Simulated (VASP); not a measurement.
Write the native input for VASP 6.6.1 that does the following.

| Quantity | Value |
| --- | --- |
| Task | single point |
| Functional | PBEsol |
| Potentials or basis | VASP PAW PBE potentials, release 64 (Mg, O) |
| Cutoff | 520 eV |
| k mesh | 12 × 12 × 12 |
| Occupations | gaussian, width 0.05 eV |
| Spin | no spin polarisation |
| Dipole correction | no |
| Further INCAR settings | ALGO = Normal; EDIFF = 1e-06; NBANDS = 14 |

The structure of MgO2 lies in POSCAR:

```
MgO2
1.0
    1.5405705754      0.8894488364      3.3542197199
   -1.5405705754      0.8894488364      3.3542197199
    0.0000000000     -1.7788976728      3.3542197199
Mg O
1 2
Direct
    0.0000000000      0.0000000000      0.0000000000
    0.4287860000      0.4287860000      0.4287860000
    0.5712140000      0.5712140000      0.5712140000
```

This cell differs from its parent crystal: strain -0.040 along x and y, -0.040 along z.

These files were run (other wordings do the same):

INCAR

```
SYSTEM = MgO2
PREC = Accurate
ENCUT = 520
EDIFF = 1E-6
ISMEAR = 0
SIGMA = 0.05
LREAL = .False.
LASPH = .True.
NELM = 80
ALGO = Normal
ISIF = 2
LWAVE = .False.
LCHARG = .False.
GGA = PS
NBANDS = 14
```

KPOINTS

```
regular mesh
0
Gamma
  12 12 12
  0 0 0
```

Potentials or basis: VASP PAW PBE potentials, release 64 (Mg, O).

Run with:

```bash
$ cat potpaw_PBE.64/Mg/POTCAR potpaw_PBE.64/O/POTCAR > POTCAR
$ mpirun -np 1 vasp_std > vasp.out
```

Results of the run:

- Pressure: 14.4 GPa
- Largest force: 0.572 eV/Å
- Band gap on the k mesh: 3.00 eV, direct

Caveat: the cell differs from its parent crystal (strain -0.040 along x and y, -0.040 along z); the PAW data sets were made with another functional, which shifts forces and pressure a little.

It took 32 s on 1 thread of Intel(R) Xeon(R) 6975P-C (Granite Rapids) (shared host), peak memory 0.21 GiB.
